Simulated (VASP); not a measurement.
# Hf (Pm-3m) in VASP: single point with PBE

Aim: the single point of Hf with PBE.

All numbers are computed with VASP 6.6.1; they aren't measurements. Logs are shortened: lines on timing, memory, paths and dates and some standing lists are left out, and cuts for length are marked.

## Step 1: The cell of the first run

Symmetry: Pm-3m, No. 221, cubic system. Conventional cell: a = 4.433 Å, b = 4.433 Å, c = 4.433 Å, α = 90.00°, β = 90.00°, γ = 90.00°. Within 5.8 Å of Hf (site symmetry m-3m) lie 6 Hf at 4.43 Å.

## Step 2: Single point, PBE

The input, INCAR:

```
PREC = Accurate ; ENCUT = 500
EDIFF = 1E-6 ; ISMEAR = -1
SIGMA = 0.1 ; LREAL = False
LASPH = True ; NELM = 120
ALGO = Normal ; ISIF = 2
LWAVE = False ; LCHARG = True
GGA = PE ; LELF = True
LVHAR = True ; NBANDS = 11
GGA_COMPAT = False
```

The input, KPOINTS:

```
Automatic mesh
0
Gamma
  5 5 5
```

The input, POSCAR:

```
Hf
1.0
    4.4333760000      0.0000000000      0.0000000000
    0.0000000000      4.4333760000      0.0000000000
    0.0000000000      0.0000000000      4.4333760000
Hf
1
Direct
    0.0000000000      0.0000000000      0.0000000000
```

Potentials or basis: VASP PAW PBE potentials, release 64 (Hf_pv).

On the command line:

```sh
$ cat potpaw_PBE.64/Hf_pv/POTCAR > POTCAR
$ mpirun -np 1 vasp_std > vasp.out
```

OUTCAR:

```text
PREC = Accurate
   ENCUT = 500
   EDIFF = 1E-6
   ISMEAR = -1
   LREAL = False
   LASPH = True
   NELM = 120
   ISIF = 2
   GGA = PE

 ion  position               nearest neighbor table
   1  0.000  0.000  0.000-

  LATTYP: Found a simple cubic cell.
 ALAT       =     4.4333760000

  Lattice vectors:

 A1 = (   4.4333760000,   0.0000000000,   0.0000000000)
 A2 = (   0.0000000000,   4.4333760000,   0.0000000000)
 A3 = (   0.0000000000,   0.0000000000,   4.4333760000)

Analysis of symmetry for initial positions (statically):
=====================================================================
 Subroutine PRICEL returns:
 Original cell was already a primitive cell.

 Routine SETGRP: Setting up the symmetry group for a
 simple cubic supercell.

 Subroutine GETGRP returns: Found 48 space group operations
 (whereof 48 operations were pure point group operations)
 out of a pool of 48 trial point group operations.

The static configuration has the point symmetry O_h .

Analysis of symmetry for dynamics (positions and initial velocities):
=====================================================================
 Subroutine PRICEL returns:
 Original cell was already a primitive cell.

 Routine SETGRP: Setting up the symmetry group for a
 simple cubic supercell.

 Subroutine GETGRP returns: Found 48 space group operations
 (whereof 48 operations were pure point group operations)
 out of a pool of 48 trial point group operations.

The dynamic configuration has the point symmetry O_h .

 Subroutine INISYM returns: Found 48 space group operations
 (whereof 48 operations are pure point group operations),
 and found     1 'primitive' translations

----------------------------------------------------------------------------------------

                                     Primitive cell

  volume of cell :      87.1372

  direct lattice vectors                    reciprocal lattice vectors
     4.433376000  0.000000000  0.000000000     0.225561739  0.000000000  0.000000000
     0.000000000  4.433376000  0.000000000     0.000000000  0.225561739  0.000000000
     0.000000000  0.000000000  4.433376000     0.000000000  0.000000000  0.225561739

  length of vectors
     4.433376000  4.433376000  4.433376000     0.225561739  0.225561739  0.225561739

  position of ions in fractional coordinates (direct lattice)
     0.000000000  0.000000000  0.000000000
[... 64 lines left out ...]
   NSW    =      0    number of steps for IOM
   IBRION =     -1    ionic relax: 0-MD 1-quasi-New 2-CG
   NFREE  =      0    steps in history (QN), initial steepest desc. (CG)
   ISIF   =      2    stress and relaxation
   ISYM   =      2    0-nonsym 1-usesym 2-fastsym
   POTIM  = 0.5000    time-step for ionic-motion
   TEBEG  =    0.0;   TEEND  =   0.0 temperature during run
   PSTRESS=    0.0 pullay stress
   NELECT =      10.0000    total number of electrons
   NUPDOWN=      -1.0000    fix difference up-down
   EMIN   =  10.00;   EMAX   =-10.00  energy-range for DOS
   EFERMI =   0.00;   METHOD = LEGACY
   ISMEAR =    -1;   SIGMA  =   0.10  broadening in eV -4-tet -1-fermi 0-gaus
   EFERMI_NEDOS =   21; number of points for ismear=-14 and -15
   IALGO  =     38    algorithm
   IMIX   =      4    mixing-type and parameters
     AMIX     =   0.40;   BMIX     =  1.00
     AMIX_MAG =   1.60;   BMIX_MAG =  1.00
  volume/ion in A,a.u.               =      87.14       588.03
  Fermi-wavevector in a.u.,A,eV,Ry     =   0.795561  1.503393  8.611367  0.632918
  Thomas-Fermi vector in A             =   1.901913
   LORBIT       =      0    0 simple, 1 ext, 2 COOP (PROOUT), +10 PAW based schemes
   GGA     = PE    functional components
   LHFCALC =     F    Hartree Fock is set to
   AEXX    =    0.0000 exact exchange contribution
   IVDW    =     0    specifies the selected vdW correction
   LEPSILON=     F    determine dielectric tensor
   LRPA    =     F    only Hartree local field effects (RPA)
 non-spin polarized calculation
  energy-cutoff  :      500.00
  volume of cell :       87.14
 maximum number of plane-waves:      2233
   NGX = 17   NGY = 17   NGZ = 17

 number of electron      10.0000000 magnetization

 number of electron       9.9999996 magnetization

 Free energy of the ion-electron system (eV)
  ---------------------------------------------------
  ext. energy  EPLUGINS =         0.00000000
  ---------------------------------------------------
  free energy    TOTEN  =        -4.67499279 eV

  energy without entropy =       -4.46043870  energy(sigma->0) =       -4.56771575

 E-fermi :  -0.9661     XC(G=0):  -6.1552

 val. band max:       -0.9696976365   @ k =   0.2000   0.2000   0.2000
 cond. band min:      -0.9555504017   @ k =   0.4000   0.2000   0.2000
 fundamental gap:      0.0141472348
 Fermi energy:        -0.9661183494

 k-point     1 :       0.0000    0.0000    0.0000
  band No.  band energies     occupation
      1     -33.8143      2.00000
      2     -33.8143      2.00000
      3     -33.8143      2.00000
      4      -4.3981      2.00000
      5      -1.2752      1.91304
      6      -1.2752      1.91304
      7       0.1664      0.00002
      8       0.1664      0.00002
      9       0.1664      0.00002
     10       4.1386      0.00000
     11       4.1386      0.00000
[... 113 lines left out ...]
 k-point    10 :       0.4000    0.4000    0.4000
  band No.  band energies     occupation
      1     -33.8197      2.00000
      2     -33.8197      2.00000
      3     -33.8197      2.00000
      4      -1.1691      1.76782
      5      -0.8937      0.65315
      6      -0.8937      0.65315
      7      -0.6945      0.12404
      8       0.0894      0.00005
      9       0.0894      0.00005
     10       2.0292      0.00000
     11       2.0292      0.00000

------------------------ aborting loop because EDIFF is reached ----------------------------------------

  FORCE on cell =-STRESS in cart. coord.  units (eV):
  Direction    XX          YY          ZZ          XY          YZ          ZX
  --------------------------------------------------------------------------------------
  -------------------------------------------------------------------------------------
  Total       -3.3088005     -3.3088005     -3.3088005      0.0000000      0.0000000     -0.0000000
  in kB      -60.8383558    -60.8383558    -60.8383558      0.0000000      0.0000000     -0.0000000
  external PRESSURE =     -60.8383558 kB  Pullay stress =       0.0000000 kB

 VOLUME and BASIS-vectors are now :
 -----------------------------------------------------------------------------
  energy-cutoff  :      500.00
  volume of cell :       87.14
      direct lattice vectors                 reciprocal lattice vectors
     4.433376000  0.000000000  0.000000000     0.225561739  0.000000000  0.000000000
     0.000000000  4.433376000  0.000000000     0.000000000  0.225561739  0.000000000
     0.000000000  0.000000000  4.433376000     0.000000000  0.000000000  0.225561739

 POSITION                                       TOTAL-FORCE (eV/Angst)
 -----------------------------------------------------------------------------------
      0.00000      0.00000      0.00000         0.000000      0.000000      0.000000
 -----------------------------------------------------------------------------------
    total drift:                                0.000000     -0.000000      0.000000

  FREE ENERGIE OF THE ION-ELECTRON SYSTEM (eV)
  ---------------------------------------------------
  free  energy   TOTEN  =        -4.6749927907 eV

  energy  without entropy=       -4.4604386993  energy(sigma->0) =       -4.56771575
```

It took 17 s on 1 thread of Intel Xeon 8259CL, shared host; peak memory 0.17 GiB.

What came out:

| Quantity | Value |
| --- | --- |
| Free energy | -4.6750 eV |
| Pressure | -6.1 GPa |
| Band gap on the k mesh | zero (band 5 reaches -0.89 eV, above the bottom of band 6 at -1.28 eV) |

Levels at points of the mesh, in eV from the Fermi level:
```
           k point  band 1  band 2  band 3  band 4  band 5  band 6  band 7  band 8  band 9  band 10
(0.00, 0.00, 0.00)  -32.85  -32.85  -32.85   -3.43   -0.31   -0.31    1.13    1.13    1.13     5.10
```

Caveat: spin-orbit coupling is left out, which moves the levels of the heavy elements.
